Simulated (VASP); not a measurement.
# Ti (I4/mmm) in VASP: a series of runs

Ti is run at these levels: PBEsol; tasks: single point.

Everything below comes from runs of VASP 6.6.1. Logs are shortened: lines on timing, memory, paths and dates and some standing lists are left out, and cuts for length are marked.

**1. The cell of the first run**

The structure is tetragonal, space group I4/mmm (No. 139). The conventional cell has a = 2.868 Å, b = 2.868 Å, c = 3.975 Å, α = 90.00°, β = 90.00°, γ = 90.00°. Within 3.7 Å of Ti (site symmetry 4/mmm) lie 12 Ti at 2.84 to 2.87 Å.

**2. Single point, PBEsol (strain -0.0200 x Voigt [0, 0, 1, 0, 0, 0])**

INCAR

```
PREC = Accurate
ENCUT = 520
EDIFF = 1E-6
ISMEAR = 0
SIGMA = 0.15
LREAL = False
LASPH = True
NELM = 60
ALGO = Fast
ISIF = 2
LWAVE = False
LCHARG = True
GGA = PS
LELF = True
LVHAR = True
NBANDS = 12
```

KPOINTS

```
regular mesh
0
Gamma
  26 26 26
```

POSCAR

```
Ti
1.0
    0.0000000000      2.0279211513      1.9873627283
    2.0279211513      0.0000000000      1.9873627283
    2.0279211513      2.0279211513      0.0000000000
Ti
1
Direct
    0.0000000000      0.0000000000      0.0000000000
```

Potentials or basis: VASP PAW PBE potentials, release 64 (Ti_sv).

Run with:

```bash
$ cat potpaw_PBE.64/Ti_sv/POTCAR > POTCAR
$ mpirun -np 1 vasp_std > vasp.out
```

OUTCAR:

```text
PREC = Accurate
   ENCUT = 520
   EDIFF = 1E-6
   ISMEAR = 0
   LREAL = False
   LASPH = True
   NELM = 60
   ISIF = 2
   GGA = PS

 ion  position               nearest neighbor table
   1  0.000  0.000  0.000-

  LATTYP: Found a body centered tetragonal cell.
 ALAT       =     2.8679135956
 C/A-ratio  =     1.3859292911

  Lattice vectors:

 A1 = (   0.0000000000,  -2.0279211513,  -1.9873627283)
 A2 = (   0.0000000000,   2.0279211513,  -1.9873627283)
 A3 = (   2.0279211513,   0.0000000000,   1.9873627283)

Analysis of symmetry for initial positions (statically):
=====================================================================
 Subroutine PRICEL returns:
 Original cell was already a primitive cell.

 Routine SETGRP: Setting up the symmetry group for a
 body centered tetragonal supercell.

 Subroutine GETGRP returns: Found 16 space group operations
 (whereof 16 operations were pure point group operations)
 out of a pool of 16 trial point group operations.

The static configuration has the point symmetry D_4h.

Analysis of symmetry for dynamics (positions and initial velocities):
=====================================================================
 Subroutine PRICEL returns:
 Original cell was already a primitive cell.

 Routine SETGRP: Setting up the symmetry group for a
 body centered tetragonal supercell.

 Subroutine GETGRP returns: Found 16 space group operations
 (whereof 16 operations were pure point group operations)
 out of a pool of 16 trial point group operations.

The dynamic configuration has the point symmetry D_4h.

 Subroutine INISYM returns: Found 16 space group operations
 (whereof 16 operations are pure point group operations),
 and found     1 'primitive' translations

----------------------------------------------------------------------------------------

                                     Primitive cell

  volume of cell :      16.3459

  direct lattice vectors                    reciprocal lattice vectors
     0.000000000  2.027921151  1.987362728    -0.246557910  0.246557910  0.251589704
     2.027921151  0.000000000  1.987362728     0.246557910 -0.246557910  0.251589704
     2.027921151  2.027921151  0.000000000     0.246557910  0.246557910 -0.251589704

  length of vectors
     2.839379300  2.839379300  2.867913596     0.429975563  0.429975563  0.429975563

  position of ions in fractional coordinates (direct lattice)
     0.000000000  0.000000000  0.000000000

  ion indices of the primitive-cell ions
   primitive index   ion index
                 1           1

----------------------------------------------------------------------------------------

 KPOINTS: regular mesh

Automatic generation of k-mesh.
 Grid dimensions read from file:
 generate k-points for:   26   26   26

 Generating k-lattice:

  Cartesian coordinates                     Fractional coordinates (reciprocal lattice)
    -0.009482997  0.009482997  0.009676527     0.038461538  0.000000000  0.000000000
     0.009482997 -0.009482997  0.009676527     0.000000000  0.038461538  0.000000000
     0.009482997  0.009482997 -0.009676527     0.000000000  0.000000000  0.038461538

  Length of vectors
     0.016537522  0.016537522  0.016537522

  Shift w.r.t. Gamma in fractional coordinates (k-lattice)
     0.000000000  0.000000000  0.000000000

 Subroutine IBZKPT returns following result:
 ===========================================

 Found   1330 irreducible k-points:

 Following reciprocal coordinates:
            Coordinates               Weight
  0.000000  0.000000  0.000000      1.000000
  0.038462  0.000000  0.000000      8.000000
  0.076923  0.000000  0.000000      8.000000
  0.115385  0.000000  0.000000      8.000000
  0.153846  0.000000  0.000000      8.000000
  0.192308  0.000000  0.000000      8.000000
[... 16 lines left out ...]
  0.346154  0.038462  0.000000      8.000000
  0.384615  0.038462  0.000000      8.000000
 [... further k-points ...]
   k-points           NKPTS =   1330   k-points in BZ     NKDIM =   1330   number of bands    NBANDS=     12
[... 41 lines left out ...]
  ---------------------------------------------------
  ext. energy  EPLUGINS =         0.00000000
  ---------------------------------------------------
  free energy    TOTEN  =        -8.29016815 eV

  energy without entropy =       -8.27182169  energy(sigma->0) =       -8.28099492

 E-fermi :   8.7518     XC(G=0): -11.9289

 val. band max:        8.7479383334   @ k =  -0.3462   0.1154   0.0385
 cond. band min:       8.7523754465   @ k =   0.2692   0.1538   0.0769
 fundamental gap:      0.0044371131
 Fermi energy:         8.7518154879

 k-point     1 :       0.0000    0.0000    0.0000
  band No.  band energies     occupation
      1     -47.6261      2.00000
      2     -23.5029      2.00000
      3     -23.5029      2.00000
      4     -23.4992      2.00000
      5       2.5140      2.00000
      6       9.6092      0.00000
      7       9.6092      0.00000
      8       9.7774      0.00000
      9      11.3277      0.00000
     10      11.5243      0.00000
     11      24.3620      0.00000
     12      28.9144      0.00000

 k-point     2 :       0.0385    0.0000    0.0000
  band No.  band energies     occupation
      1     -47.6239      2.00000
      2     -23.5144      2.00000
      3     -23.5046      2.00000
      4     -23.5016      2.00000
      5       2.5652      2.00000
      6       9.5919      0.00000
      7       9.6285      0.00000
      8       9.7811      0.00000
      9      11.3157      0.00000
     10      11.5099      0.00000
     11      24.4127      0.00000
     12      28.5787      0.00000

 k-point     3 :       0.0769    0.0000    0.0000
  band No.  band energies     occupation
      1     -47.6171      2.00000
      2     -23.5509      2.00000
      3     -23.5096      2.00000
      4     -23.5058      2.00000
      5       2.7167      2.00000
      6       9.5190      0.00000
      7       9.6824      0.00000
      8       9.8143      0.00000
      9      11.2846      0.00000
     10      11.4714      0.00000
     11      24.5457      0.00000
     12      27.6747      0.00000
[... 286 lines left out ...]
 k-point    23 :       0.3462    0.0385    0.0000
  band No.  band energies     occupation
      1     -47.5052      2.00000
      2     -24.1278      2.00000
      3     -23.5998      2.00000
      4     -23.5705      2.00000
      5       5.3809      2.00000
      6       8.7431      1.06558
      7       9.7083      0.00000
      8       9.8219      0.00000
      9      11.8779      0.00000
     10      12.1245      0.00000
     11      20.1409      0.00000
     12      24.5009      0.00000

 k-point    24 :       0.3846    0.0385    0.0000
  band No.  band energies     occupation
      1     -47.4898      2.00000
      2     -24.2041      2.00000
      3     -23.6095      2.00000
      4     -23.5810      2.00000
      5       5.6949      2.00000
      6       8.8862      0.20532
      7       9.6205      0.00000
      8       9.7332      0.00000
      9      12.1313      0.00000
     10      12.3414      0.00000
     11      19.2249      0.00000
     12      24.1754      0.00000

 [... further k-points ...]

------------------------ aborting loop because EDIFF is reached ----------------------------------------

  FORCE on cell =-STRESS in cart. coord.  units (eV):
  Direction    XX          YY          ZZ          XY          YZ          ZX
  --------------------------------------------------------------------------------------
  -------------------------------------------------------------------------------------
  Total        0.1841199      0.1841199      0.2566621      0.0000000      0.0000000     -0.0000000
  in kB       18.0468758     18.0468758     25.1572411      0.0000000      0.0000000     -0.0000000
  external PRESSURE =      20.4169976 kB  Pullay stress =       0.0000000 kB

 VOLUME and BASIS-vectors are now :
 -----------------------------------------------------------------------------
  energy-cutoff  :      520.00
  volume of cell :       16.35
      direct lattice vectors                 reciprocal lattice vectors
     0.000000000  2.027921151  1.987362728    -0.246557910  0.246557910  0.251589704
     2.027921151  0.000000000  1.987362728     0.246557910 -0.246557910  0.251589704
     2.027921151  2.027921151  0.000000000     0.246557910  0.246557910 -0.251589704

 POSITION                                       TOTAL-FORCE (eV/Angst)
 -----------------------------------------------------------------------------------
      0.00000      0.00000      0.00000         0.000000      0.000000      0.000000
 -----------------------------------------------------------------------------------
    total drift:                                0.000000     -0.000000      0.000000

  FREE ENERGIE OF THE ION-ELECTRON SYSTEM (eV)
  ---------------------------------------------------
  free  energy   TOTEN  =        -8.2901681488 eV

  energy  without entropy=       -8.2718216944  energy(sigma->0) =       -8.28099492
```

It took 18 min on 1 thread of Intel Xeon 8259CL, shared host; peak memory 0.33 GiB.

What came out:

```yaml
Free_energy: -8.2902 eV
Pressure: 2.0 GPa
Band_gap_on_the_k_mesh: zero (bands 6 and 7 overlap by 1.45 eV)
```

Levels at points of the mesh, in eV from the Fermi level:
| k point | band 3 | band 4 | band 5 | band 6 | band 7 | band 8 | band 9 | band 10 |
| --- | --- | --- | --- | --- | --- | --- | --- | --- |
| (0.00, 0.00, 0.00) | -32.25 | -32.25 | -6.24 | 0.86 | 0.86 | 1.03 | 2.58 | 2.77 |
| (0.50, 0.00, 0.00) | -32.37 | -32.35 | -2.74 | 0.68 | 0.81 | 0.87 | 3.82 | 3.90 |
| (0.50, 0.50, 0.00) | -32.56 | -32.56 | -2.80 | -1.92 | 3.39 | 3.84 | 4.18 | 4.18 |
| (0.50, 0.00, 0.50) | -32.55 | -32.52 | -2.81 | -1.87 | 3.00 | 3.84 | 4.10 | 4.23 |

Caveat: the cell differs from its parent crystal (strain -0.0200 x Voigt [0, 0, 1, 0, 0, 0]); the PAW data sets were made with another functional, which shifts forces and pressure a little.

**3. Single point, PBEsol (strain -0.0150 x Voigt [0, 0, 1, 0, 0, 0])**

INCAR

```
SYSTEM = Ti
PREC = Accurate
ENCUT = 520
EDIFF = 1E-6
ISMEAR = 0
SIGMA = 0.15
LREAL = .False.
LASPH = .True.
NELM = 60
ALGO = Fast
ISIF = 2
LWAVE = .False.
LCHARG = .True.
GGA = PS
LELF = .True.
LVHAR = .True.
NBANDS = 12
```

KPOINTS

```
regular mesh
0
Gamma
  26 26 26
  0 0 0
```

POSCAR

```
Ti
1.0
    0.0000000000      2.0279211513      1.9975023340
    2.0279211513      0.0000000000      1.9975023340
    2.0279211513      2.0279211513      0.0000000000
Ti
1
Direct
    0.0000000000      0.0000000000      0.0000000000
```

Potentials or basis: VASP PAW PBE potentials, release 64 (Ti_sv).

Run with:

```bash
$ cat potpaw_PBE.64/Ti_sv/POTCAR > POTCAR
$ mpirun -np 1 vasp_std > vasp.out
```

Wall time 18 min (1 thread of Intel Xeon 8259CL, shared host); peak memory 0.33 GiB.

Results (log left out):

* Free energy: -8.2914 eV
* Pressure: 1.5 GPa
* Band gap on the k mesh: zero (bands 6 and 7 overlap by 1.45 eV)

Stress tensor (GPa, compression positive):
```
1.33 0.00 0.00
0.00 1.33 0.00
0.00 0.00 1.86
```

Levels at points of the mesh, in eV from the Fermi level:
```
           k point  band 2  band 3  band 4  band 5  band 6  band 7  band 8  band 9  band 10  band 11
(0.00, 0.00, 0.00)  -32.27  -32.27  -32.27   -6.23    0.87    0.87    0.99    2.59     2.73    15.58
(0.50, 0.00, 0.00)  -33.08  -32.38  -32.36   -2.73    0.70    0.79    0.84    3.81     3.87     8.77
(0.50, 0.50, 0.00)  -33.02  -32.57  -32.57   -2.78   -1.89    3.30    3.81    4.15     4.15    12.10
(0.50, 0.00, 0.50)  -33.02  -32.56  -32.53   -2.79   -1.86    3.01    3.82    4.10     4.19    12.30
```

Caveat: the cell differs from its parent crystal (strain -0.0150 x Voigt [0, 0, 1, 0, 0, 0]); the PAW data sets were made with another functional, which shifts forces and pressure a little.

**4. Single point, PBEsol (strain -0.0100 x Voigt [0, 0, 1, 0, 0, 0])**

INCAR

```
SYSTEM = Ti
ALGO = Fast ; EDIFF = 1E-6
ENCUT = 520 ; GGA = PS
ISIF = 2 ; ISMEAR = 0
LASPH = .True. ; LCHARG = .False.
LREAL = .False. ; LWAVE = .False.
NBANDS = 12 ; NELM = 60
PREC = Accurate ; SIGMA = 0.15
```

KPOINTS

```
k-points
0
Gamma
  26 26 26
  0 0 0
```

POSCAR

```
Ti
1.0
    0.0000000000      2.0279211513      2.0076419398
    2.0279211513      0.0000000000      2.0076419398
    2.0279211513      2.0279211513      0.0000000000
Ti
1
Direct
    0.0000000000      0.0000000000      0.0000000000
```

Run with:

```bash
$ cat potpaw_PBE.64/Ti_sv/POTCAR > POTCAR
$ mpirun -np 1 vasp_std > vasp.out
```

It took 24 min on 1 thread of Intel Xeon 8259CL, shared host; peak memory 0.33 GiB.

The run converged. Its results:

* Free energy: -8.2922 eV
* Pressure: 1.0 GPa
* Band gap on the k mesh: zero (bands 6 and 7 overlap by 1.45 eV)

Stress tensor (GPa, compression positive):
```
0.85 0.00 0.00
0.00 0.85 0.00
0.00 0.00 1.20
```

Levels at points of the mesh, in eV from the Fermi level:
| k point | band 2 | band 3 | band 4 | band 5 | band 6 | band 7 | band 8 | band 9 | band 10 | band 11 |
| --- | --- | --- | --- | --- | --- | --- | --- | --- | --- | --- |
| (0.00, 0.00, 0.00) | -32.29 | -32.29 | -32.28 | -6.22 | 0.88 | 0.88 | 0.96 | 2.60 | 2.69 | 15.55 |
| (0.50, 0.00, 0.00) | -33.08 | -32.39 | -32.38 | -2.71 | 0.72 | 0.77 | 0.82 | 3.79 | 3.83 | 8.72 |
| (0.50, 0.50, 0.00) | -33.03 | -32.57 | -32.57 | -2.76 | -1.87 | 3.21 | 3.79 | 4.12 | 4.12 | 12.11 |
| (0.50, 0.00, 0.50) | -33.03 | -32.57 | -32.55 | -2.77 | -1.85 | 3.01 | 3.80 | 4.09 | 4.15 | 12.24 |

Caveat: the cell differs from its parent crystal (strain -0.0100 x Voigt [0, 0, 1, 0, 0, 0]); the PAW data sets were made with another functional, which shifts forces and pressure a little.

**5. Single point, PBEsol (strain -0.0050 x Voigt [0, 0, 1, 0, 0, 0])**

INCAR

```
PREC     = Accurate       # precision mode
ENCUT    = 520            # plane-wave cutoff, eV
EDIFF    = 1E-6           # SCF threshold, eV
ISMEAR   = 0              # smearing method
SIGMA    = 0.15           # smearing width, eV
LREAL    = False          # projectors in reciprocal space
LASPH    = True           # aspherical terms in the spheres
NELM     = 60             # most SCF steps
ALGO     = Fast           # electronic algorithm
ISIF     = 2              # what is computed and relaxed
LWAVE    = False          # write WAVECAR
LCHARG   = False          # write CHGCAR
GGA      = PS             # functional
NBANDS   = 12             # bands
```

KPOINTS

```
Automatic mesh
0
Gamma
  26 26 26
```

POSCAR

```
Ti
1.0
    0.0000000000      2.0279211513      2.0177815455
    2.0279211513      0.0000000000      2.0177815455
    2.0279211513      2.0279211513      0.0000000000
Ti
1
Direct
    0.0000000000      0.0000000000      0.0000000000
```

Run with:

```bash
$ cat potpaw_PBE.64/Ti_sv/POTCAR > POTCAR
$ mpirun -np 1 vasp_std > vasp.out
```

Run time: 25 min. Hardware: 1 thread of Intel Xeon 8259CL, shared host; peak memory 0.33 GiB.

Results (log left out):

```yaml
Free_energy: -8.2927 eV
Pressure: 0.3 GPa
Band_gap_on_the_k_mesh: zero (bands 6 and 7 overlap by 1.43 eV)
```

Stress tensor (GPa, compression positive):
```
0.28 0.00 0.00
0.00 0.28 0.00
0.00 0.00 0.45
```

Levels at points of the mesh, in eV from the Fermi level:
| k point | band 2 | band 3 | band 4 | band 5 | band 6 | band 7 | band 8 | band 9 | band 10 | band 11 |
| --- | --- | --- | --- | --- | --- | --- | --- | --- | --- | --- |
| (0.00, 0.00, 0.00) | -32.30 | -32.30 | -32.30 | -6.21 | 0.89 | 0.89 | 0.93 | 2.61 | 2.65 | 15.52 |
| (0.50, 0.00, 0.00) | -33.09 | -32.40 | -32.40 | -2.70 | 0.74 | 0.76 | 0.79 | 3.78 | 3.80 | 8.66 |
| (0.50, 0.50, 0.00) | -33.03 | -32.58 | -32.58 | -2.75 | -1.85 | 3.12 | 3.77 | 4.10 | 4.10 | 12.12 |
| (0.50, 0.00, 0.50) | -33.03 | -32.58 | -32.57 | -2.75 | -1.84 | 3.02 | 3.77 | 4.08 | 4.11 | 12.18 |

Caveat: the cell differs from its parent crystal (strain -0.0050 x Voigt [0, 0, 1, 0, 0, 0]); the PAW data sets were made with another functional, which shifts forces and pressure a little.

**6. Single point, PBEsol (strain +0.0050 x Voigt [0, 0, 1, 0, 0, 0])**

INCAR

```
SYSTEM = Ti
ALGO     = Fast           ! electronic algorithm
EDIFF    = 1E-6           ! SCF threshold, eV
ENCUT    = 520            ! plane-wave cutoff, eV
GGA      = PS             ! functional
ISIF     = 2              ! what is computed and relaxed
ISMEAR   = 0              ! smearing method
LASPH    = .TRUE.         ! aspherical terms in the spheres
LCHARG   = .TRUE.         ! write CHGCAR
LELF     = .TRUE.         ! ELF
LREAL    = .FALSE.        ! projectors in reciprocal space
LVHAR    = .TRUE.       
LWAVE    = .FALSE.        ! write WAVECAR
NBANDS   = 12             ! bands
NELM     = 100            ! most SCF steps
PREC     = Accurate       ! precision mode
SIGMA    = 0.15           ! smearing width, eV
```

KPOINTS

```
k-points
0
G
  26 26 26
  0 0 0
```

POSCAR

```
Ti
1.0
    0.0000000000      2.0279211513      2.0380607571
    2.0279211513      0.0000000000      2.0380607571
    2.0279211513      2.0279211513      0.0000000000
Ti
1
Direct
    0.0000000000      0.0000000000      0.0000000000
```

Potentials or basis: VASP PAW PBE potentials, release 64 (Ti_sv).

Run with:

```bash
$ cat potpaw_PBE.64/Ti_sv/POTCAR > POTCAR
$ mpirun -np 1 vasp_std > vasp.out
```

It took 24 min on 1 thread of Intel Xeon 8259CL, shared host; peak memory 0.33 GiB.

It converged, with:

```yaml
Free_energy: -8.2925 eV
Pressure: -0.8 GPa
Band_gap_on_the_k_mesh: zero (bands 6 and 7 overlap by 1.41 eV)
```

Stress tensor (GPa, compression positive):
```
-0.71  0.00  0.00
 0.00 -0.71  0.00
 0.00  0.00 -0.89
```

Levels at points of the mesh, in eV from the Fermi level:
| k point | band 3 | band 4 | band 5 | band 6 | band 7 | band 8 | band 9 | band 10 |
| --- | --- | --- | --- | --- | --- | --- | --- | --- |
| (0.00, 0.00, 0.00) | -32.33 | -32.33 | -6.18 | 0.87 | 0.91 | 0.91 | 2.58 | 2.63 |
| (0.50, 0.00, 0.00) | -32.43 | -32.42 | -2.68 | 0.73 | 0.74 | 0.79 | 3.73 | 3.75 |
| (0.50, 0.50, 0.00) | -32.59 | -32.59 | -2.71 | -1.80 | 2.94 | 3.73 | 4.04 | 4.04 |
| (0.50, 0.00, 0.50) | -32.60 | -32.59 | -2.71 | -1.81 | 3.03 | 3.73 | 4.03 | 4.06 |

Caveat: the cell differs from its parent crystal (strain +0.0050 x Voigt [0, 0, 1, 0, 0, 0]); the PAW data sets were made with another functional, which shifts forces and pressure a little.

**7. Overview**

| cell | gap on the mesh (eV) | pressure (GPa) |
| --- | --- | --- |
| a = 2.839, b = 2.839, c = 2.868 Å, angles 59.7, 59.7, 60.7°, 1 atom | none | 2.0 |
| a = 2.846, b = 2.846, c = 2.868 Å, angles 59.8, 59.8, 60.5°, 1 atom | none | 1.5 |
| a = 2.854, b = 2.854, c = 2.868 Å, angles 59.8, 59.8, 60.3°, 1 atom | none | 1.0 |
| a = 2.861, b = 2.861, c = 2.868 Å, angles 59.9, 59.9, 60.2°, 1 atom | none | 0.3 |
| a = 2.875, b = 2.875, c = 2.868 Å, angles 60.1, 60.1, 59.8°, 1 atom | none | -0.8 |

Alike in all rows: task single point; level PBEsol; potentials or basis VASP PAW PBE potentials, release 64 (Ti_sv); no spin polarisation; k mesh 26 × 26 × 26; cutoff (eV) 520; smearing gaussian 0.15 eV.

Caveats: the PAW data sets were made with another functional, which shifts forces and pressure a little.

Absolute energies hang on the potentials; compare differences alone.
